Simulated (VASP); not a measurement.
# WC (I4/mmm) in VASP: notebook

The runs below take WC through single point, with PBEsol.

All numbers are computed with VASP 6.6.1; they aren't measurements. Logs are shortened: lines on timing, memory, paths and dates and some standing lists are left out, and cuts for length are marked.

### Step 1. The cell of the first run

The structure is tetragonal, space group I4/mmm (No. 139). Conventional cell: a = 3.101 Å, b = 3.101 Å, c = 3.892 Å, α = 90.00°, β = 90.00°, γ = 90.00°. W (site symmetry 4/mmm) has 6 C at 1.95 to 2.19 Å within 2.6 Å. C (site symmetry 4/mmm) has 6 W at 1.95 to 2.19 Å within 2.6 Å.

### Step 2. Single point, PBEsol (strain -0.1125 x Voigt [1, 0, 0, 0, 0, 0])

INCAR reads:

```
PREC = Accurate ; ENCUT = 520
EDIFF = 1E-6 ; ISMEAR = 0
SIGMA = 0.15 ; LREAL = F
LASPH = T ; NELM = 80
ALGO = Normal ; ISIF = 2
LWAVE = F ; LCHARG = F
GGA = PS ; NBANDS = 16
```

KPOINTS reads:

```
regular mesh
0
Gamma
  18 18 18
```

POSCAR reads:

```
WC
1.0
    0.0000000000      2.1926840000      2.1926840000
    1.9460070500      0.0000000000      2.1926840000
    1.9460070500      2.1926840000      0.0000000000
W C
1 1
Direct
    0.0000000000      0.0000000000      0.0000000000
    0.5000000000      0.5000000000      0.5000000000
```

Potentials or basis: VASP PAW PBE potentials, release 64 (W_sv, C).

Started as:

```sh
> cat potpaw_PBE.64/W_sv/POTCAR potpaw_PBE.64/C/POTCAR > POTCAR
> mpirun -np 1 vasp_std > vasp.out
```

OUTCAR:

```text
PREC = Accurate
   ENCUT = 520
   EDIFF = 1E-6
   ISMEAR = 0
   LREAL = F
   LASPH = T
   NELM = 80
   ISIF = 2
   GGA = PS

 ion  position               nearest neighbor table
   1  0.000  0.000  0.000-   2 1.95   2 1.95   2 2.19   2 2.19   2 2.19   2 2.19
   2  0.500  0.500  0.500-   1 1.95   1 1.95   1 2.19   1 2.19   1 2.19   1 2.19

  LATTYP: Found a body centered tetragonal cell.
 ALAT       =     3.1009234508
 C/A-ratio  =     1.2551145366

  Lattice vectors:

 A1 = (  -1.9460070500,   0.0000000000,  -2.1926840000)
 A2 = (  -1.9460070500,   0.0000000000,   2.1926840000)
 A3 = (   1.9460070500,   2.1926840000,   0.0000000000)

Analysis of symmetry for initial positions (statically):
=====================================================================
 Subroutine PRICEL returns:
 Original cell was already a primitive cell.

 Routine SETGRP: Setting up the symmetry group for a
 body centered tetragonal supercell.

 Subroutine GETGRP returns: Found 16 space group operations
 (whereof 16 operations were pure point group operations)
 out of a pool of 16 trial point group operations.

The static configuration has the point symmetry D_4h.

Analysis of symmetry for dynamics (positions and initial velocities):
=====================================================================
 Subroutine PRICEL returns:
 Original cell was already a primitive cell.

 Routine SETGRP: Setting up the symmetry group for a
 body centered tetragonal supercell.

 Subroutine GETGRP returns: Found 16 space group operations
 (whereof 16 operations were pure point group operations)
 out of a pool of 16 trial point group operations.

The dynamic configuration has the point symmetry D_4h.

 Subroutine INISYM returns: Found 16 space group operations
 (whereof 16 operations are pure point group operations),
 and found     1 'primitive' translations

----------------------------------------------------------------------------------------

                                     Primitive cell

  volume of cell :      18.7123

  direct lattice vectors                    reciprocal lattice vectors
     0.000000000  2.192684000  2.192684000    -0.256936376  0.228031034  0.228031034
     1.946007050  0.000000000  2.192684000     0.256936376 -0.228031034  0.228031034
     1.946007050  2.192684000  0.000000000     0.256936376  0.228031034 -0.228031034

  length of vectors
     3.100923451  2.931690052  2.931690052     0.412325850  0.412325850  0.412325850

  position of ions in fractional coordinates (direct lattice)
     0.000000000  0.000000000  0.000000000
     0.500000000  0.500000000  0.500000000

  ion indices of the primitive-cell ions
   primitive index   ion index
                 1           1
                 2           2

----------------------------------------------------------------------------------------

 KPOINTS: regular mesh

Automatic generation of k-mesh.
 Grid dimensions read from file:
 generate k-points for:   18   18   18

 Generating k-lattice:

  Cartesian coordinates                     Fractional coordinates (reciprocal lattice)
    -0.014274243  0.012668391  0.012668391     0.055555556 -0.000000000 -0.000000000
     0.014274243 -0.012668391  0.012668391     0.000000000  0.055555556  0.000000000
     0.014274243  0.012668391 -0.012668391     0.000000000  0.000000000  0.055555556

  Length of vectors
     0.022906992  0.022906992  0.022906992

  Shift w.r.t. Gamma in fractional coordinates (k-lattice)
     0.000000000  0.000000000  0.000000000

 Subroutine IBZKPT returns following result:
 ===========================================

 Found    480 irreducible k-points:

 Following reciprocal coordinates:
            Coordinates               Weight
  0.000000  0.000000  0.000000      1.000000
  0.055556 -0.000000 -0.000000      8.000000
  0.111111 -0.000000 -0.000000      8.000000
  0.166667 -0.000000 -0.000000      8.000000
  0.222222 -0.000000 -0.000000      8.000000
  0.277778  0.000000  0.000000      8.000000
[... 16 lines left out ...]
 -0.277778  0.055556  0.000000     16.000000
 -0.222222  0.055556  0.000000     16.000000
 [... further k-points ...]
   k-points           NKPTS =    480   k-points in BZ     NKDIM =    480   number of bands    NBANDS=     16
   number of dos      NEDOS =    301   number of ions     NIONS =      2
   total plane-waves  NPLWV =  13824
   dimension x,y,z NGX =    24 NGY =   24 NGZ =   24
   dimension x,y,z NGXF=    48 NGYF=   48 NGZF=   48
   ions per type =               1   1
   NGX,Y,Z   is equivalent  to a cutoff of  12.87, 13.61, 13.61 a.u.
   NGXF,Y,Z  is equivalent  to a cutoff of  25.73, 27.22, 27.22 a.u.
 SYSTEM =  unknown system
   PREC   = accura    normal or accurate (medium, high low for compatibility)
   ISTART =      0    job   : 0-new  1-cont  2-samecut
   ICHARG =      2    charge: 1-file 2-atom 10-const
   ISPIN  =      1    spin polarized calculation?
   LNONCOLLINEAR =      F non collinear calculations
   LSORBIT =      F    spin-orbit coupling
   LASPH  =      T    aspherical Exc in radial PAW
   ENCUT  =  520.0 eV  38.22 Ry    6.18 a.u.   5.77  5.45  5.45*2*pi/ulx,y,z
   NELM   =     80;   NELMIN=  2; NELMDL= -5     # of ELM steps
   EDIFF  = 0.1E-05   stopping-criterion for ELM
   LREAL  =      F    real-space projection
   EDIFFG = 0.1E-04   stopping-criterion for IOM
   NSW    =      0    number of steps for IOM
   IBRION =     -1    ionic relax: 0-MD 1-quasi-New 2-CG
   NFREE  =      0    steps in history (QN), initial steepest desc. (CG)
   ISIF   =      2    stress and relaxation
   ISYM   =      2    0-nonsym 1-usesym 2-fastsym
   POTIM  = 0.5000    time-step for ionic-motion
   TEBEG  =    0.0;   TEEND  =   0.0 temperature during run
   PSTRESS=    0.0 pullay stress
   NELECT =      18.0000    total number of electrons
   NUPDOWN=      -1.0000    fix difference up-down
   EMIN   =  10.00;   EMAX   =-10.00  energy-range for DOS
   EFERMI =   0.00;   METHOD = LEGACY
   ISMEAR =     0;   SIGMA  =   0.15  broadening in eV -4-tet -1-fermi 0-gaus
   EFERMI_NEDOS =   21; number of points for ismear=-14 and -15
   IALGO  =     38    algorithm
   IMIX   =      4    mixing-type and parameters
     AMIX     =   0.40;   BMIX     =  1.00
     AMIX_MAG =   1.60;   BMIX_MAG =  1.00
  volume/ion in A,a.u.               =       9.36        63.14
  Fermi-wavevector in a.u.,A,eV,Ry     =   1.616058  3.053906 35.533548  2.611642
  Thomas-Fermi vector in A             =   2.710705
   LORBIT       =      0    0 simple, 1 ext, 2 COOP (PROOUT), +10 PAW based schemes
   GGA     = PS    functional components
   LHFCALC =     F    Hartree Fock is set to
   AEXX    =    0.0000 exact exchange contribution
   IVDW    =     0    specifies the selected vdW correction
   LEPSILON=     F    determine dielectric tensor
   LRPA    =     F    only Hartree local field effects (RPA)
 non-spin polarized calculation
 Gauss-broadening in eV      SIGMA  =   0.15
  energy-cutoff  :      520.00
  volume of cell :       18.71
 maximum number of plane-waves:       519
   NGX = 11   NGY = 11   NGZ = 11

 number of electron      18.0000001 magnetization

 Free energy of the ion-electron system (eV)
  ---------------------------------------------------
  ext. energy  EPLUGINS =         0.00000000
  ---------------------------------------------------
  free energy    TOTEN  =       -22.15999084 eV

  energy without entropy =      -22.14987250  energy(sigma->0) =      -22.15493167

 E-fermi :  14.0955     XC(G=0): -14.4901

 val. band max:       14.0882950237   @ k =  -0.3333   0.3333   0.1111
 cond. band min:      14.1017968747   @ k =  -0.4444   0.2222   0.1667
 fundamental gap:      0.0135018511
 Fermi energy:        14.0954534776

 k-point     1 :       0.0000    0.0000    0.0000
  band No.  band energies     occupation
      1     -61.0757      2.00000
      2     -25.1870      2.00000
      3     -25.0409      2.00000
      4     -25.0409      2.00000
      5      -2.7215      2.00000
      6      10.4622      2.00000
[... 8 lines left out ...]
     15      23.8076      0.00000
     16      37.2974      0.00000

 k-point     2 :       0.0556   -0.0000   -0.0000
  band No.  band energies     occupation
      1     -61.0736      2.00000
      2     -25.2017      2.00000
      3     -25.0569      2.00000
      4     -25.0465      2.00000
      5      -2.6162      2.00000
      6      10.2423      2.00000
[... 8 lines left out ...]
     15      24.0547      0.00000
     16      36.5723      0.00000

 k-point     3 :       0.1111   -0.0000   -0.0000
  band No.  band energies     occupation
      1     -61.0676      2.00000
      2     -25.2593      2.00000
      3     -25.0869      2.00000
      4     -25.0626      2.00000
      5      -2.3074      2.00000
      6       9.5513      2.00000
[... 8 lines left out ...]
     15      24.7497      0.00000
     16      34.9678      0.00000

 k-point     4 :       0.1667   -0.0000   -0.0000
  band No.  band energies     occupation
      1     -61.0585      2.00000
      2     -25.3721      2.00000
      3     -25.1060      2.00000
      4     -25.0871      2.00000
      5      -1.8156      2.00000
      6       8.6003      2.00000
[... 8 lines left out ...]
     15      25.7513      0.00000
     16      33.3054      0.00000

 k-point     5 :       0.2222   -0.0000   -0.0000
  band No.  band energies     occupation
      1     -61.0472      2.00000
      2     -25.5207      2.00000
      3     -25.1171      2.00000
      4     -25.1156      2.00000
      5      -1.1713      2.00000
      6       7.6176      2.00000
[... 8 lines left out ...]
     15      26.8486      0.00000
     16      32.2200      0.00000

 k-point     6 :       0.2778    0.0000    0.0000
  band No.  band energies     occupation
      1     -61.0352      2.00000
      2     -25.6796      2.00000
      3     -25.1487      2.00000
      4     -25.1210      2.00000
      5      -0.4115      2.00000
      6       6.6720      2.00000
[... 8 lines left out ...]
     15      27.8973      0.00000
     16      31.4205      0.00000

 k-point     7 :       0.3333    0.0000    0.0000
  band No.  band energies     occupation
      1     -61.0239      2.00000
      2     -25.8270      2.00000
      3     -25.1783      2.00000
      4     -25.1245      2.00000
      5       0.4256      2.00000
      6       5.7654      2.00000
[... 8 lines left out ...]
     15      28.7593      0.00000
     16      29.3711      0.00000

 k-point     8 :       0.3889   -0.0000   -0.0000
  band No.  band energies     occupation
      1     -61.0147      2.00000
      2     -25.9452      2.00000
      3     -25.2023      2.00000
      4     -25.1268      2.00000
      5       1.3046      2.00000
      6       4.8804      2.00000
[... 8 lines left out ...]
     15      27.6067      0.00000
     16      28.6805      0.00000

 k-point     9 :       0.4444   -0.0000   -0.0000
  band No.  band energies     occupation
      1     -61.0086      2.00000
      2     -26.0215      2.00000
      3     -25.2179      2.00000
      4     -25.1282      2.00000
      5       2.1960      2.00000
      6       4.0030      2.00000
[... 8 lines left out ...]
     15      26.3173      0.00000
     16      27.9642      0.00000
[... 172 lines left out ...]
 k-point    19 :       0.5000    0.0556   -0.0000
  band No.  band energies     occupation
      1     -61.0061      2.00000
      2     -26.0334      2.00000
      3     -25.2340      2.00000
      4     -25.1411      2.00000
      5       2.6240      2.00000
      6       3.5495      2.00000
[... 8 lines left out ...]
     15      26.3177      0.00000
     16      27.8533      0.00000

 k-point    20 :      -0.4444    0.0556    0.0000
  band No.  band energies     occupation
      1     -61.0065      2.00000
      2     -26.0297      2.00000
      3     -25.2356      2.00000
      4     -25.1363      2.00000
      5       2.5666      2.00000
      6       3.6482      2.00000
[... 8 lines left out ...]
     15      26.3256      0.00000
     16      27.9672      0.00000

 k-point    21 :      -0.3889    0.0556    0.0000
  band No.  band energies     occupation
      1     -61.0110      2.00000
      2     -25.9759      2.00000
      3     -25.2260      2.00000
      4     -25.1306      2.00000
      5       1.7322      2.00000
      6       4.5066      2.00000
[... 8 lines left out ...]
     15      27.0275      0.00000
     16      28.6528      0.00000

 k-point    22 :      -0.3333    0.0556    0.0000
  band No.  band energies     occupation
      1     -61.0189      2.00000
      2     -25.8776      2.00000
      3     -25.2062      2.00000
      4     -25.1243      2.00000
      5       0.8640      2.00000
      6       5.3992      2.00000
[... 8 lines left out ...]
     15      28.1866      0.00000
     16      29.3579      0.00000

 k-point    23 :      -0.2778    0.0556    0.0000
  band No.  band energies     occupation
      1     -61.0294      2.00000
      2     -25.7456      2.00000
      3     -25.1787      2.00000
      4     -25.1176      2.00000
      5       0.0140      2.00000
      6       6.2998      2.00000
[... 8 lines left out ...]
     15      28.3334      0.00000
     16      30.2250      0.00000

 k-point    24 :      -0.2222    0.0556    0.0000
  band No.  band energies     occupation
      1     -61.0411      2.00000
      2     -25.5954      2.00000
      3     -25.1466      2.00000
      4     -25.1103      2.00000
      5      -0.7787      2.00000
      6       7.1999      2.00000
[... 8 lines left out ...]
     15      27.3899      0.00000
     16      31.8615      0.00000

 [... further k-points ...]

------------------------ aborting loop because EDIFF is reached ----------------------------------------

  FORCE on cell =-STRESS in cart. coord.  units (eV):
  Direction    XX          YY          ZZ          XY          YZ          ZX
  --------------------------------------------------------------------------------------
  -------------------------------------------------------------------------------------
  Total       17.6500080      1.7503874      1.7503874      0.0000000      0.0000000     -0.0000000
  in kB     1511.2245128    149.8712225    149.8712225      0.0000000      0.0000000     -0.0000000
  external PRESSURE =     603.6556526 kB  Pullay stress =       0.0000000 kB

 VOLUME and BASIS-vectors are now :
 -----------------------------------------------------------------------------
  energy-cutoff  :      520.00
  volume of cell :       18.71
      direct lattice vectors                 reciprocal lattice vectors
     0.000000000  2.192684000  2.192684000    -0.256936376  0.228031034  0.228031034
     1.946007050  0.000000000  2.192684000     0.256936376 -0.228031034  0.228031034
     1.946007050  2.192684000  0.000000000     0.256936376  0.228031034 -0.228031034

 POSITION                                       TOTAL-FORCE (eV/Angst)
 -----------------------------------------------------------------------------------
      0.00000      0.00000      0.00000         0.000000     -0.000000      0.000000
      1.94601      2.19268      2.19268        -0.000000      0.000000     -0.000000
 -----------------------------------------------------------------------------------
    total drift:                                0.000000     -0.000000     -0.000000

  FREE ENERGIE OF THE ION-ELECTRON SYSTEM (eV)
  ---------------------------------------------------
  free  energy   TOTEN  =       -22.1599908352 eV

  energy  without entropy=      -22.1498724975  energy(sigma->0) =      -22.15493167
```

It took 4.2 min on 1 thread of AMD EPYC, shared host; peak memory 0.23 GiB.

What came out:

| Quantity | Value |
| --- | --- |
| Free energy | -22.1600 eV |
| Pressure | 60.4 GPa |
| Band gap on the k mesh | zero (bands 9 and 10 overlap by 3.90 eV) |

Caveat: the cell differs from its parent crystal (strain -0.1125 x Voigt [1, 0, 0, 0, 0, 0]); the stress differs along the axes, from 15 to 151 GPa; the PAW data sets were made with another functional, which shifts forces and pressure a little; spin-orbit coupling is left out, which moves the levels of the heavy elements.

### Step 3. Single point, PBEsol (strain -0.0750 x Voigt [1, 0, 0, 0, 0, 0])

INCAR reads:

```
SYSTEM = WC
PREC = Accurate
ENCUT = 520
EDIFF = 1E-7
ISMEAR = 0
SIGMA = 0.15
LREAL = .False.
LASPH = .True.
NELM = 60
ALGO = Normal
ISIF = 2
LWAVE = .False.
LCHARG = .False.
GGA = PS
NBANDS = 16
```

KPOINTS reads:

```
Automatic mesh
0
Gamma
  18 18 18
  0 0 0
```

POSCAR reads:

```
WC
1.0
    0.0000000000      2.1926840000      2.1926840000
    2.0282327000      0.0000000000      2.1926840000
    2.0282327000      2.1926840000      0.0000000000
W C
1 1
Direct
    0.0000000000      0.0000000000      0.0000000000
    0.5000000000      0.5000000000      0.5000000000
```

Potentials or basis: VASP PAW PBE potentials, release 64 (W_sv, C).

Started as:

```sh
> cat potpaw_PBE.64/W_sv/POTCAR potpaw_PBE.64/C/POTCAR > POTCAR
> mpirun -np 1 vasp_std > vasp.out
```

It took 4.1 min on 1 thread of AMD EPYC, shared host; peak memory 0.23 GiB.

The run converged. Its results:

* Free energy: -22.7118 eV
* Pressure: 29.2 GPa
* Band gap on the k mesh: zero (bands 9 and 10 overlap by 3.39 eV)

Stress tensor (GPa, compression positive):
```
76.75  0.00  0.00
 0.00  5.50  0.00
 0.00  0.00  5.50
```

Levels at points of the mesh, in eV from the Fermi level:
```tsv
k point	band 7	band 8	band 9	band 10	band 11	band 12
(0.00, 0.00, 0.00)	-3.33	-2.30	-1.52	-1.32	-1.32	-0.84
(0.50, 0.00, 0.00)	-7.26	-7.13	0.93	1.70	2.87	4.99
(0.50, 0.50, 0.00)	-6.04	-2.55	-2.12	0.80	2.20	3.02
(0.00, 0.50, 0.50)	-4.95	-2.95	-2.95	1.19	2.61	2.61
```

Caveat: the cell differs from its parent crystal (strain -0.0750 x Voigt [1, 0, 0, 0, 0, 0]); the stress differs along the axes, from 5 to 77 GPa; the PAW data sets were made with another functional, which shifts forces and pressure a little; spin-orbit coupling is left out, which moves the levels of the heavy elements.

### Step 4. Single point, PBEsol (strain +0.1125 x Voigt [1, 0, 0, 0, 0, 0])

INCAR reads:

```
PREC = Accurate
ENCUT = 520
EDIFF = 1E-6
ISMEAR = 0
SIGMA = 0.15
LREAL = F
LASPH = T
NELM = 60
ALGO = Normal
ISIF = 2
LWAVE = F
LCHARG = F
GGA = PS
NBANDS = 16
```

KPOINTS reads:

```
Automatic mesh
0
Gamma
  18 18 18
```

POSCAR reads:

```
WC
1.0
    0.0000000000      2.1926840000      2.1926840000
    2.4393609500      0.0000000000      2.1926840000
    2.4393609500      2.1926840000      0.0000000000
W C
1 1
Direct
    0.0000000000      0.0000000000      0.0000000000
    0.5000000000      0.5000000000      0.5000000000
```

Started as:

```sh
> cat potpaw_PBE.64/W_sv/POTCAR potpaw_PBE.64/C/POTCAR > POTCAR
> mpirun -np 1 vasp_std > vasp.out
```

Wall time 4 min (1 thread of AMD EPYC, shared host); peak memory 0.25 GiB.

It converged, with:

```yaml
Free_energy: -22.4915 eV
Pressure: -32.0 GPa
Band_gap_on_the_k_mesh: zero (bands 9 and 10 overlap by 2.63 eV)
```

Stress tensor (GPa, compression positive):
```
-46.24   0.00   0.00
  0.00 -24.87   0.00
  0.00   0.00 -24.87
```

Levels at points of the mesh, in eV from the Fermi level:
```tsv
k point	band 6	band 7	band 8	band 9	band 10	band 11	band 12	band 13
(0.00, 0.00, 0.00)	-3.08	-1.88	-1.88	-1.72	-0.95	-0.70	-0.70	-0.31
(0.50, 0.00, 0.00)	-8.88	-5.98	-5.83	0.69	1.24	2.17	4.63	6.35
(0.50, 0.50, 0.00)	-4.90	-4.86	-2.42	-2.36	0.53	1.31	2.48	5.11
(0.00, 0.50, 0.50)	-5.77	-4.97	-1.80	-1.80	0.67	1.85	1.85	3.62
```

Caveat: the cell differs from its parent crystal (strain +0.1125 x Voigt [1, 0, 0, 0, 0, 0]); the stress differs along the axes, from -46 to -25 GPa; the PAW data sets were made with another functional, which shifts forces and pressure a little; spin-orbit coupling is left out, which moves the levels of the heavy elements.

(Continued in part 2 of 2.)

The gap in the log of VASP goes by the Fermi energy; the results here count the filled bands.